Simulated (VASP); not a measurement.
**SnO2: single point with r2SCAN**

SnO2:

```xyz
6
Lattice="4.8940 0.0000 0.0000 0.0000 4.8942 0.0000 0.0000 0.0000 3.0276" Properties=species:S:1:pos:R:3 pbc="T T T"
Sn    2.4470    2.4471    1.5138
Sn    0.0000    0.0000    0.0000
O     1.4969    1.4974    0.0000
O     3.9439    0.9497    1.5138
O     0.9501    3.9445    1.5138
O     3.3971    3.3968    0.0000
```

This cell differs from its parent crystal: ratio of the length along z to the lengths across it x 0.92, volume and fractional coordinates fixed.

```
Program                : VASP 6.6.1
Task                   : single point
Functional             : r2SCAN
Potentials or basis    : VASP PAW PBE potentials, release 64 (Sn_d, O)
Cutoff                 : 520 eV
k mesh                 : 6 × 6 × 10
Occupations            : gaussian, width 0.05 eV
Spin                   : no spin polarisation
Dipole correction      : no
Further INCAR settings : ALGO = Normal; EDIFF = 1e-07; NBANDS = 35
```

```yaml
Pressure: 5.6 GPa
Largest_force: 0.325 eV/Å
Band_gap_on_the_k_mesh: 2.08 eV, direct
```

Forces in eV/Å, atoms in the order of the input:
```
Sn   0.000  0.000  0.000
Sn   0.000  0.000  0.000
O   -0.230 -0.230  0.000
O   -0.230  0.230  0.000
O    0.230 -0.230  0.000
O    0.230  0.230  0.000
```

Stress tensor (GPa, compression positive):
```
-1.98  0.00  0.00
 0.00 -1.98  0.00
 0.00  0.00 20.85
```

Levels at points of the mesh, in eV from the valence-band top:
```
           k point  band 23  band 24  band 25  band 26  band 27  band 28  band 29  band 30
(0.00, 0.00, 0.00)    -0.96    -0.89    -0.89     0.00     2.08     7.65     7.66     7.66
(0.50, 0.00, 0.00)    -0.94    -0.94    -0.71    -0.71     5.11     5.11     8.52     8.52
(0.00, 0.50, 0.00)    -0.94    -0.94    -0.71    -0.71     5.11     5.11     8.52     8.52
(0.50, 0.50, 0.00)    -1.07    -1.07    -1.01    -1.01     5.74     5.74     8.69     8.69
(0.00, 0.00, 0.50)    -1.61    -1.61    -1.26    -1.26     6.97     6.97    10.23    10.23
(0.50, 0.00, 0.50)    -1.16    -1.16    -0.83    -0.83     7.16     7.16     8.37     8.37
(0.00, 0.50, 0.50)    -1.16    -1.16    -0.83    -0.83     7.16     7.16     8.37     8.37
(0.50, 0.50, 0.50)    -1.02    -1.02    -0.95    -0.95     5.46     5.46     9.62     9.62
```

Run time: 4.6 min on 1 thread of Intel(R) Xeon(R) 6975P-C (Granite Rapids), on a shared host, peak memory 0.31 GiB.

Caveat: the PAW data sets were made with another functional, which shifts forces and pressure a little; spin-orbit coupling is left out, which moves the levels of the heavy elements.
